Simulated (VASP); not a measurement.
# SnO2 (C2) in VASP: single point with PBE

Aim: the single point of SnO2 with PBE.

Program: VASP 6.6.1. These are calculated values, not measurements. Logs are shortened: lines on timing, memory, paths and dates and some standing lists are left out, and cuts for length are marked.

## Step 1: The cell of the first run

The structure is monoclinic, space group C2 (No. 5). Conventional cell: a = 11.077 Å, b = 6.395 Å, c = 6.395 Å, α = 90.00°, β = 125.26°, γ = 90.00°. Sn (site symmetry 2) has 2 O at 1.61 Å within 2.1 Å. Within 2.8 Å of Sn (site symmetry 2) lie 6 O at 2.13 Å. Sn (site symmetry 1) has 6 O at 2.13 Å and 1 Sn at 2.79 Å within 2.8 Å. O (site symmetry 1) has 3 Sn at 1.61 to 2.13 Å within 2.2 Å. O (site symmetry 1) has 2 Sn at 2.13 Å and 3 O at 2.79 Å within 2.8 Å. O (site symmetry 1) has 3 Sn at 2.13 Å and 3 O at 2.79 Å within 2.8 Å. Within 2.8 Å of O (site symmetry 1) lie 3 Sn at 2.13 to 2.47 Å and 3 O at 2.79 Å.

## Step 2: Single point, PBE (atom 1 (Sn) moved by -0.890 Å along [1 0 0] and -0.890 Å along [0 0 1])

INCAR reads:

```
SYSTEM = SnO2
PREC = Accurate ; ENCUT = 520
EDIFF = 1E-6 ; ISMEAR = 0
SIGMA = 0.05 ; LREAL = .False.
LASPH = .True. ; NELM = 60
ALGO = Normal ; ISIF = 2
LWAVE = .False. ; LCHARG = .True.
GGA = PE ; LELF = .True.
LVHAR = .True. ; NBANDS = 64
```

KPOINTS reads:

```
Automatic mesh
0
Gamma
  6 6 6
  0 0 0
```

POSCAR reads:

```
SnO2
1.0
    0.0000000000      4.5220682583      4.5220682583
    4.5220682583      0.0000000000      4.5220682583
    4.5220682583      4.5220682583      0.0000000000
Sn O
4 8
Direct
    0.1250000000     -0.0718125975      0.6250000000
    0.6250000000      0.1250000000      0.1250000000
    0.1250000000      0.6250000000      0.1250000000
    0.1250000000      0.1250000000      0.1250000000
    0.8910551956      0.8910551956      0.8910551956
    0.8910551956      0.3268344131      0.8910551956
    0.8910551956      0.8910551956      0.3268344131
    0.3268344131      0.8910551956      0.8910551956
    0.9231655869      0.3589448044      0.3589448044
    0.3589448044      0.3589448044      0.9231655869
    0.3589448044      0.9231655869      0.3589448044
    0.3589448044      0.3589448044      0.3589448044
```

Potentials or basis: VASP PAW PBE potentials, release 64 (Sn_d, O).

Run with:

```
cat potpaw_PBE.64/Sn_d/POTCAR potpaw_PBE.64/O/POTCAR > POTCAR
mpirun -np 1 vasp_std > vasp.out
```

OUTCAR:

```text
SYSTEM = SnO2
   PREC = Accurate
   ENCUT = 520
   EDIFF = 1E-6
   ISMEAR = 0
   LREAL = .False.
   LASPH = .True.
   NELM = 60
   ISIF = 2
   GGA = PE

 ion  position               nearest neighbor table
   1  0.125  0.928  0.625-  11 1.61   5 1.61   8 2.47   9 2.47   3 2.79   4 2.79   2 3.44   2 3.44

   2  0.625  0.125  0.125-   6 2.13   7 2.13  10 2.13  11 2.13   5 2.13  12 2.13   4 3.20   3 3.20
                             3 3.20   4 3.20   1 3.44   1 3.44
   3  0.125  0.625  0.125-   7 2.13   8 2.13   9 2.13  10 2.13   5 2.13  12 2.13   1 2.79   4 3.20
                             2 3.20   4 3.20   2 3.20
   4  0.125  0.125  0.125-   6 2.13   7 2.13   8 2.13   9 2.13  10 2.13  11 2.13   1 2.79   2 3.20
                             3 3.20   3 3.20   2 3.20
   5  0.891  0.891  0.891-   1 1.61   2 2.13   3 2.13
   6  0.891  0.327  0.891-   2 2.13   4 2.13
   7  0.891  0.891  0.327-   2 2.13   3 2.13   4 2.13
   8  0.327  0.891  0.891-   3 2.13   4 2.13   1 2.47
   9  0.923  0.359  0.359-   3 2.13   4 2.13   1 2.47
  10  0.359  0.359  0.923-   2 2.13   3 2.13   4 2.13
  11  0.359  0.923  0.359-   1 1.61   2 2.13   4 2.13
  12  0.359  0.359  0.359-   2 2.13   3 2.13

  LATTYP: Found a face centered cubic cell.
 ALAT       =     9.0441365166

  Lattice vectors:

 A1 = (   0.0000000000,   4.5220682583,   4.5220682583)
 A2 = (   4.5220682583,   0.0000000000,   4.5220682583)
 A3 = (   4.5220682583,   4.5220682583,   0.0000000000)

Analysis of symmetry for initial positions (statically):
=====================================================================
 Subroutine PRICEL returns:
 Original cell was already a primitive cell.

 Routine SETGRP: Setting up the symmetry group for a
 face centered cubic supercell.

 Subroutine GETGRP returns: Found  2 space group operations
 (whereof  1 operations were pure point group operations)
 out of a pool of 48 trial point group operations.

The static configuration has the point symmetry C_1 .
 The point group associated with its full space group is C_2 .

Analysis of symmetry for dynamics (positions and initial velocities):
=====================================================================
 Subroutine PRICEL returns:
 Original cell was already a primitive cell.

 Routine SETGRP: Setting up the symmetry group for a
 face centered cubic supercell.

 Subroutine GETGRP returns: Found  2 space group operations
 (whereof  1 operations were pure point group operations)
 out of a pool of 48 trial point group operations.

The dynamic configuration has the point symmetry C_1 .
 The point group associated with its full space group is C_2 .

 Subroutine INISYM returns: Found  2 space group operations
 (whereof  1 operations are pure point group operations),
 and found     1 'primitive' translations

----------------------------------------------------------------------------------------

                                     Primitive cell

  volume of cell :     184.9445

  direct lattice vectors                    reciprocal lattice vectors
     0.000000000  4.522068258  4.522068258    -0.110568875  0.110568875  0.110568875
     4.522068258  0.000000000  4.522068258     0.110568875 -0.110568875  0.110568875
     4.522068258  4.522068258  0.000000000     0.110568875  0.110568875 -0.110568875

  length of vectors
     6.395170261  6.395170261  6.395170261     0.191510909  0.191510909  0.191510909

  position of ions in fractional coordinates (direct lattice)
     0.125000000  0.928187403  0.625000000
     0.625000000  0.125000000  0.125000000
     0.125000000  0.625000000  0.125000000
     0.125000000  0.125000000  0.125000000
     0.891055196  0.891055196  0.891055196
     0.891055196  0.326834413  0.891055196
     0.891055196  0.891055196  0.326834413
     0.326834413  0.891055196  0.891055196
     0.923165587  0.358944804  0.358944804
     0.358944804  0.358944804  0.923165587
     0.358944804  0.923165587  0.358944804
     0.358944804  0.358944804  0.358944804

  ion indices of the primitive-cell ions
   primitive index   ion index
                 1           1
                 2           2
                 3           3
                 4           4
                 5           5
                 6           6
                 7           7
                 8           8
                 9           9
                10          10
                11          11
                12          12

----------------------------------------------------------------------------------------

 KPOINTS: Automatic mesh

Automatic generation of k-mesh.
 Grid dimensions read from file:
 generate k-points for:    6    6    6

 Generating k-lattice:

  Cartesian coordinates                     Fractional coordinates (reciprocal lattice)
    -0.018428146  0.018428146  0.018428146     0.166666667  0.000000000  0.000000000
     0.018428146 -0.018428146  0.018428146     0.000000000  0.166666667  0.000000000
     0.018428146  0.018428146 -0.018428146     0.000000000  0.000000000  0.166666667

  Length of vectors
     0.031918485  0.031918485  0.031918485

  Shift w.r.t. Gamma in fractional coordinates (k-lattice)
     0.000000000  0.000000000  0.000000000

 Subroutine IBZKPT returns following result:
 ===========================================

 Found     68 irreducible k-points:

 Following reciprocal coordinates:
            Coordinates               Weight
  0.000000  0.000000  0.000000      1.000000
  0.166667  0.000000  0.000000      2.000000
  0.000000  0.166667  0.000000      4.000000
  0.000000  0.000000  0.166667      2.000000
  0.333333  0.000000  0.000000      2.000000
  0.000000  0.333333  0.000000      4.000000
[... 16 lines left out ...]
  0.166667  0.166667 -0.333333      4.000000
  0.500000  0.333333  0.500000      4.000000
 [... further k-points ...]
   k-points           NKPTS =     68   k-points in BZ     NKDIM =     68   number of bands    NBANDS=     64
   number of dos      NEDOS =    301   number of ions     NIONS =     12
   total plane-waves  NPLWV = 110592
   dimension x,y,z NGX =    48 NGY =   48 NGZ =   48
   dimension x,y,z NGXF=    96 NGYF=   96 NGZF=   96
   ions per type =               4   8
   NGX,Y,Z   is equivalent  to a cutoff of  12.48, 12.48, 12.48 a.u.
   NGXF,Y,Z  is equivalent  to a cutoff of  24.96, 24.96, 24.96 a.u.
 SYSTEM =  SnO2
   PREC   = accura    normal or accurate (medium, high low for compatibility)
   ISTART =      0    job   : 0-new  1-cont  2-samecut
   ICHARG =      2    charge: 1-file 2-atom 10-const
   ISPIN  =      1    spin polarized calculation?
   LNONCOLLINEAR =      F non collinear calculations
   LSORBIT =      F    spin-orbit coupling
   LASPH  =      T    aspherical Exc in radial PAW
   ENCUT  =  520.0 eV  38.22 Ry    6.18 a.u.  11.89 11.89 11.89*2*pi/ulx,y,z
   NELM   =     60;   NELMIN=  2; NELMDL= -5     # of ELM steps
   EDIFF  = 0.1E-05   stopping-criterion for ELM
   LREAL  =      F    real-space projection
   EDIFFG = 0.1E-04   stopping-criterion for IOM
   NSW    =      0    number of steps for IOM
   IBRION =     -1    ionic relax: 0-MD 1-quasi-New 2-CG
   NFREE  =      0    steps in history (QN), initial steepest desc. (CG)
   ISIF   =      2    stress and relaxation
   ISYM   =      2    0-nonsym 1-usesym 2-fastsym
   POTIM  = 0.5000    time-step for ionic-motion
   TEBEG  =    0.0;   TEEND  =   0.0 temperature during run
   PSTRESS=    0.0 pullay stress
   NELECT =     104.0000    total number of electrons
   NUPDOWN=      -1.0000    fix difference up-down
   EMIN   =  10.00;   EMAX   =-10.00  energy-range for DOS
   EFERMI =   0.00;   METHOD = LEGACY
   ISMEAR =     0;   SIGMA  =   0.05  broadening in eV -4-tet -1-fermi 0-gaus
   EFERMI_NEDOS =   21; number of points for ismear=-14 and -15
   IALGO  =     38    algorithm
   IMIX   =      4    mixing-type and parameters
     AMIX     =   0.40;   BMIX     =  1.00
     AMIX_MAG =   1.60;   BMIX_MAG =  1.00
  volume/ion in A,a.u.               =      15.41       104.01
  Fermi-wavevector in a.u.,A,eV,Ry     =   1.351260  2.553511 24.842916  1.825903
  Thomas-Fermi vector in A             =   2.478696
   LORBIT       =      0    0 simple, 1 ext, 2 COOP (PROOUT), +10 PAW based schemes
   GGA     = PE    functional components
   LHFCALC =     F    Hartree Fock is set to
   AEXX    =    0.0000 exact exchange contribution
   IVDW    =     0    specifies the selected vdW correction
   LEPSILON=     F    determine dielectric tensor
   LRPA    =     F    only Hartree local field effects (RPA)
 non-spin polarized calculation
 Gauss-broadening in eV      SIGMA  =   0.05
  energy-cutoff  :      520.00
  volume of cell :      184.94
 maximum number of plane-waves:      5004
   NGX = 23   NGY = 23   NGZ = 23

 number of electron     103.9999986 magnetization

 Free energy of the ion-electron system (eV)
  ---------------------------------------------------
  ext. energy  EPLUGINS =         0.00000000
  ---------------------------------------------------
  free energy    TOTEN  =       -62.65741905 eV

  energy without entropy =      -62.65319090  energy(sigma->0) =      -62.65530498

 E-fermi :   4.2051     XC(G=0):  -9.6043

 val. band max:        4.1911348519   @ k =   0.3333   0.0000   0.3333
 cond. band min:       4.2291496375   @ k =   0.1667   0.0000   0.1667
 fundamental gap:      0.0380147856
 Fermi energy:         4.2050517451

 k-point     1 :       0.0000    0.0000    0.0000
  band No.  band energies     occupation
      1     -22.5413      2.00000
      2     -19.2193      2.00000
      3     -19.1343      2.00000
      4     -18.8717      2.00000
      5     -18.8636      2.00000
      6     -18.2362      2.00000
[... 56 lines left out ...]
     63      12.6606      0.00000
     64      13.2798      0.00000

 k-point     2 :       0.1667    0.0000    0.0000
  band No.  band energies     occupation
      1     -22.5406      2.00000
      2     -19.2170      2.00000
      3     -19.1342      2.00000
      4     -18.8715      2.00000
      5     -18.8636      2.00000
      6     -18.2009      2.00000
[... 1530 lines left out ...]
     63      12.0862      0.00000
     64      12.4424      0.00000

 [... further k-points ...]

------------------------ aborting loop because EDIFF is reached ----------------------------------------

  FORCE on cell =-STRESS in cart. coord.  units (eV):
  Direction    XX          YY          ZZ          XY          YZ          ZX
  --------------------------------------------------------------------------------------
  -------------------------------------------------------------------------------------
  Total       23.3131312      5.6651299     23.3131312      5.6024037     -5.6023970    -29.3340271
  in kB      201.9620891     49.0771260    201.9620891     48.5337276    -48.5336692   -254.1212222
  external PRESSURE =     151.0004347 kB  Pullay stress =       0.0000000 kB

 VOLUME and BASIS-vectors are now :
 -----------------------------------------------------------------------------
  energy-cutoff  :      520.00
  volume of cell :      184.94
      direct lattice vectors                 reciprocal lattice vectors
     0.000000000  4.522068258  4.522068258    -0.110568875  0.110568875  0.110568875
     4.522068258  0.000000000  4.522068258     0.110568875 -0.110568875  0.110568875
     4.522068258  4.522068258  0.000000000     0.110568875  0.110568875 -0.110568875

 POSITION                                       TOTAL-FORCE (eV/Angst)
 -----------------------------------------------------------------------------------
      7.02362      3.39155      4.76259         4.405253      0.000000      4.405253
      1.13052      3.39155      3.39155         3.936889     -0.000000      3.936889
      3.39155      1.13052      3.39155         1.072384      6.161212     -1.490157
      1.13052      1.13052      1.13052        -1.490157     -6.161212      1.072384
      8.05882      8.05882      8.05882         8.045166      0.634758    -12.287048
      5.50738      8.05882      5.50738         0.327830      0.673691     -1.164039
      5.50738      5.50738      8.05882        -0.046953      0.562066     -0.698349
      8.05882      5.50738      5.50738        -0.852581     -0.382687     -1.248396
      3.24635      5.79779      5.79779        -1.248396      0.382687     -0.852581
      5.79779      5.79779      3.24635        -0.698349     -0.562066     -0.046953
      5.79779      3.24635      5.79779       -12.287048     -0.634758      8.045166
      3.24635      3.24635      3.24635        -1.164039     -0.673691      0.327830
 -----------------------------------------------------------------------------------
    total drift:                               -0.000225     -0.000003     -0.000224

  FREE ENERGIE OF THE ION-ELECTRON SYSTEM (eV)
  ---------------------------------------------------
  free  energy   TOTEN  =       -62.6574190465 eV

  energy  without entropy=      -62.6531909041  energy(sigma->0) =      -62.65530498
```

Wall time 21 min (1 thread of Intel Xeon Platinum 8488C (Sapphire Rapids), shared host); peak memory 0.7 GiB.

Results:

```
Free energy            : -62.6574 eV
Pressure               : 15.1 GPa
Largest force          : 14.700 eV/Å
Band gap on the k mesh : zero (bands 52 and 53 overlap by 0.04 eV)
```

Forces in eV/Å, atoms in the order of the input:
```
Sn    4.405   0.000   4.405
Sn    3.937   0.000   3.937
Sn    1.072   6.161  -1.490
Sn   -1.490  -6.161   1.072
O     8.045   0.635 -12.287
O     0.328   0.674  -1.164
O    -0.047   0.562  -0.698
O    -0.853  -0.383  -1.248
O    -1.248   0.383  -0.853
O    -0.698  -0.562  -0.047
O   -12.287  -0.635   8.045
O    -1.164  -0.674   0.328
```

Stress tensor (GPa, compression positive):
```
 20.20   4.85 -25.41
  4.85   4.91  -4.85
-25.41  -4.85  20.20
```

Levels at points of the mesh, in eV from the Fermi level:
```csv
k point,band 50,band 51,band 52,band 53,band 54,band 55
"(0.00, 0.00, 0.00)",-0.57,-0.56,-0.20,-0.05,2.49,2.67
"(0.50, 0.00, 0.00)",-0.72,-0.61,-0.17,1.30,2.67,3.21
"(0.00, 0.50, 0.00)",-0.88,-0.40,-0.05,0.99,2.83,3.30
"(0.00, 0.00, 0.50)",-1.22,-0.26,-0.21,1.31,2.19,3.56
"(0.50, 0.50, 0.00)",-0.93,-0.52,-0.17,1.94,2.69,3.61
"(0.50, 0.00, 0.50)",-0.92,-0.71,-0.02,1.80,2.23,3.53
```

Caveat: the cell differs from its parent crystal (atom 1 (Sn) moved by -0.890 Å along [1 0 0] and -0.890 Å along [0 0 1]); the stress differs along the axes, from 5 to 20 GPa; semilocal functionals underestimate gaps, and a narrow one can read as zero; spin-orbit coupling is left out, which moves the levels of the heavy elements; forces of over 1 eV/Å act on the atoms, so gaps and moduli don't describe the material at rest.

The gap in the log of VASP goes by the Fermi energy; the results here count the filled bands.